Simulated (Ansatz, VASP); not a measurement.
## One calculation of AlRu, two programs

The input POSCAR:

```
AlRu
1.0
    3.0121572611      0.0000000000      0.0000000000
    0.0000000000      3.0121572611      0.0000000000
    0.0000000000      0.0000000000      3.0121572611
Al Ru
1 1
Direct
    0.0000000000      0.0000000000      0.0000000000
    0.5000000000      0.5000000000      0.5000000000
```

File INCAR.step1:

```
ALGO = Normal
EDIFF = 1E-4
ENCUT = 520
GGA = PE
ISMEAR = 0
LASPH = T
LCHARG = F
LREAL = F
LWAVE = T
NBANDS = 16
NELM = 60
PREC = Accurate
SIGMA = 0.1
```

The input INCAR.step2:

```
ALGO = Normal
EDIFF = 1E-7
ENCUT = 520
ISIF = 2
ISMEAR = 0
ISTART = 1
LASPH = T
LCHARG = F
LMIXTAU = T
LREAL = F
LWAVE = F
METAGGA = R2SCAN
NBANDS = 16
NELM = 60
PREC = Accurate
SIGMA = 0.1
```

The input KPOINTS:

```
k-points
0
Gamma
  14 14 14
```

Input for Ansatz:

```yaml
crystal:
  lattice:
    - [3.0121572611, 0.0, 0.0]
    - [0.0, 3.0121572611, 0.0]
    - [0.0, 0.0, 3.0121572611]
  atoms:
    - { symbol: Al, position: [0.0, 0.0, 0.0] }
    - { symbol: Ru, position: [0.5, 0.5, 0.5] }
basis:
  ecutwfc: 500
kpoints:
  mp_grid: { grid: [14, 14, 14] }
hamiltonian:
  xc: r2scan
scf:
  occupations: { method: gaussian, width: 0.1 }
output:
  forces: true
  stress: true
  eigenvalues: true
```

Alike in both runs: task single point; functional r2SCAN; k mesh 14 × 14 × 14; occupations gaussian, width 0.1 eV; no spin polarisation.

|  | VASP | Ansatz |
| --- | --- | --- |
| version | VASP 6.6.1 | Ansatz 0.2.0 |
| potentials or method | VASP PAW PBE potentials, release 64 (Al, Ru_pv), cutoff 520 eV | scalar-relativistic, plane waves, PAW |
| valence electrons in the cell | 17 | 19 |

```tsv
	VASP	Ansatz	Ansatz less VASP
gap on the k mesh at the Fermi level (eV)	none	none	-
pressure (GPa)	-6.0	-6.1	-0.09
```

VASP's potentials were made for PBE, not for r2SCAN. A gap of «none» marks a metal or a gap that the smearing closes. VASP's potentials hold 17 valence electrons a cell and Ansatz's 19, so a difference there can come from the potentials and not from the codes.
